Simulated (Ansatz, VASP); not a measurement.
# AlCu in VASP and in Ansatz

File POSCAR:

```
AlCu
1.0
    2.9975090000      0.0000000000      0.0000000000
    0.0000000000      2.9975090000      0.0000000000
    0.0000000000      0.0000000000      2.9975090000
Al Cu
1 1
Direct
    0.0000000000      0.0000000000      0.0000000000
    0.5000000000      0.5000000000      0.4165974147
```

Contents of INCAR.step1:

```
SYSTEM = AlCu
PREC = Accurate
ENCUT = 520
ISMEAR = 0
SIGMA = 0.15
LREAL = .FALSE.
LASPH = .TRUE.
NELM = 80
NBANDS = 14
GGA = PE
ALGO = Normal
EDIFF = 1E-4
LWAVE = .TRUE.
LCHARG = .FALSE.
```

File INCAR.step2:

```
SYSTEM = AlCu
PREC = Accurate
ENCUT = 520
EDIFF = 1E-7
ISMEAR = 0
SIGMA = 0.15
LREAL = .FALSE.
LASPH = .TRUE.
NELM = 80
ALGO = Normal
ISIF = 2
LWAVE = .FALSE.
LCHARG = .TRUE.
METAGGA = R2SCAN
LMIXTAU = .TRUE.
LELF = .TRUE.
LVHAR = .TRUE.
NBANDS = 14
ISTART = 1
```

Contents of KPOINTS:

```
regular mesh
0
G
  16 16 16
  0 0 0
```

Input for Ansatz:

```yaml
crystal:
  lattice:
    - [2.997509, 0.0, 0.0]
    - [0.0, 2.997509, 0.0]
    - [0.0, 0.0, 2.997509]
  atoms:
    - { symbol: Al, position: [0.0, 0.0, 0.0] }
    - { symbol: Cu, position: [0.5, 0.5, 0.4165974147] }
basis:
  ecutwfc: 500
kpoints:
  mp_grid: { grid: [16, 16, 16] }
hamiltonian:
  xc: r2scan
scf:
  occupations: { method: gaussian, width: 0.15 }
output:
  forces: true
  stress: true
  eigenvalues: true
```

Change from the starting cell: all Cu atoms moved -0.250 Å, as atom 2 along Cartesian [0 0 1].

Alike in both runs: task single point; functional r2SCAN; k mesh 16 × 16 × 16; occupations gaussian, width 0.15 eV; no spin polarisation.

|  | VASP | Ansatz |
| --- | --- | --- |
| version | VASP 6.6.1 | Ansatz 0.2.0 |
| potentials or method | VASP PAW PBE potentials, release 64 (Al, Cu), cutoff 520 eV | scalar-relativistic, plane waves, PAW |
| valence electrons in the cell | 14 | 22 |

```csv
,VASP,Ansatz,Ansatz less VASP
gap on the k mesh at the Fermi level (eV),none,none,-
pressure (GPa),-2.1,-2.1,+0.03
"traceless stress, the component that is largest in VASP (GPa)",-1.41,-1.40,+0.005
rms of the force components (eV/Å),0.574,0.574,+0.0001
```

VASP's potentials were made for PBE, not for r2SCAN. Atom by atom the forces differ by 0.000 eV/Å (rms over components). A gap of «none» marks a metal or a gap that the smearing closes. The functional is the same, so the differences come from potentials, cutoffs and numerics. VASP's potentials hold 14 valence electrons a cell and Ansatz's 22, so a difference there can come from the potentials and not from the codes.
